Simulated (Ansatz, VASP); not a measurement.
BN: VASP beside Ansatz

```xyz
2
Lattice="-0.0233 1.7225 1.7225 1.7225 -0.0233 1.7225 1.7225 1.7225 -0.0233" Properties=species:S:1:pos:R:3 pbc="T T T"
B     0.0000    0.0000    0.0000
N     1.7109    1.7109    1.7109
```

Change from the starting cell: shear_111 strain -2.0%.

Alike in both runs: task single point; functional PBE; k mesh 12 × 12 × 12; occupations fermi-dirac, width 0.02 eV; no spin polarisation.

```csv
,VASP,Ansatz
version,VASP 6.6.1,Ansatz 0.2.0
potentials or method,"VASP PAW PBE potentials, release 64 (B, N)","plane waves, PAW"
plane-wave cutoff (eV),520,420
valence electrons in the cell,8,8
```

|  | VASP | Ansatz | Ansatz less VASP |
| --- | --- | --- | --- |
| gap on the k mesh at the Fermi level (eV) | 1.23 | 1.23 | +0.005 |
| pressure (GPa) | 12.3 | 12.3 | +0.01 |
| traceless stress, the component that is largest in VASP (GPa) | 8.68 | 8.68 | -0.009 |

With one functional, cell and mesh, what is left measures potentials, basis and numerics.
